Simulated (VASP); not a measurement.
## Y: single point with PBEsol

Y:

```
CELL_PARAMETERS angstrom
-1.79124 1.79124 1.79124
1.79124 -1.79124 1.79124
1.79124 1.79124 -1.79124
ATOMIC_POSITIONS crystal
Y 0.00000 0.00000 0.00000
```

This isn't the form of Y at room conditions, which is hcp.

* Program: VASP 6.6.1
* Task: single point
* Functional: PBEsol
* Potentials or basis: VASP PAW PBE potentials, release 64 (Y_sv)
* Cutoff: 500 eV
* k mesh: 15 × 15 × 15
* Occupations: fermi-dirac, width 0.05 eV
* Spin: no spin polarisation

```json
{"Pressure": "19.6 GPa", "Band gap on the k mesh": "zero (an odd number of electrons rules out a gap without spin polarisation)"}
```

Levels at points of the mesh, in eV from the Fermi level:
| k point | band 1 | band 2 | band 3 | band 4 | band 5 | band 6 | band 7 | band 8 | band 9 | band 10 |
| --- | --- | --- | --- | --- | --- | --- | --- | --- | --- | --- |
| (0.00, 0.00, 0.00) | -42.02 | -21.22 | -21.22 | -21.22 | -5.11 | 2.07 | 2.07 | 2.07 | 4.85 | 4.85 |

Wall time 18 s on 1 thread of Intel(R) Xeon(R) Platinum 8488C (Sapphire Rapids), on a shared host, peak memory 0.17 GiB.

Caveat: the cell stands under pressure; the PAW data sets were made with another functional, which shifts forces and pressure a little.
